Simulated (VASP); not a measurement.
Set up this calculation in VASP 6.6.1, as the native input.

```yaml
Task: single point
Functional: PBE
Potentials_or_basis: VASP PAW PBE potentials, release 64 (B)
Cutoff: 520 eV
k_mesh: 11 × 11 × 2
Occupations: fermi-dirac, width 0.1 eV
Spin: no spin polarisation
Dipole_correction: no
Further_INCAR_settings: ALGO = Normal; EDIFF = 1e-06; NBANDS = 10
```

The structure of B lies in POSCAR:

```
B
1.0
    1.7150102462      0.0000000000      0.0000000000
   -0.8575051231      1.4852424409      0.0000000000
    0.0000000000      0.0000000000      9.1588010579
B
2
Direct
    0.3333333333      0.6666666667      0.2500000000
    0.6666666667      0.3333333333      0.7500000000
```

These files were run (other wordings do the same):

INCAR

```
SYSTEM = B
PREC = Accurate
ENCUT = 520
EDIFF = 1E-6
ISMEAR = -1
SIGMA = 0.1
LREAL = .False.
LASPH = .True.
NELM = 80
ALGO = Normal
ISIF = 2
LWAVE = .False.
LCHARG = .False.
GGA = PE
NBANDS = 10
```

KPOINTS

```
Automatic mesh
0
Gamma
  11 11 2
  0 0 0
```

Potentials or basis: VASP PAW PBE potentials, release 64 (B).

The run is started by

```console
$ cat potpaw_PBE.64/B/POTCAR > POTCAR
$ mpirun -np 1 vasp_std > vasp.out
```

It gave:

```yaml
Pressure: -2.5 GPa
Band_gap_on_the_k_mesh: zero (band 3 reaches 6.45 eV, above the bottom of band 4 at -4.30 eV)
```

Caveat: the k points lie up to 0.38 Å⁻¹ apart; this functional lacks dispersion, which binds the layers, so the pressure and a relaxed spacing across them are unreliable.

Run time: 3.3 s on 1 thread of Intel(R) Xeon(R) 6975P-C (Granite Rapids) (shared host), peak memory 0.12 GiB.
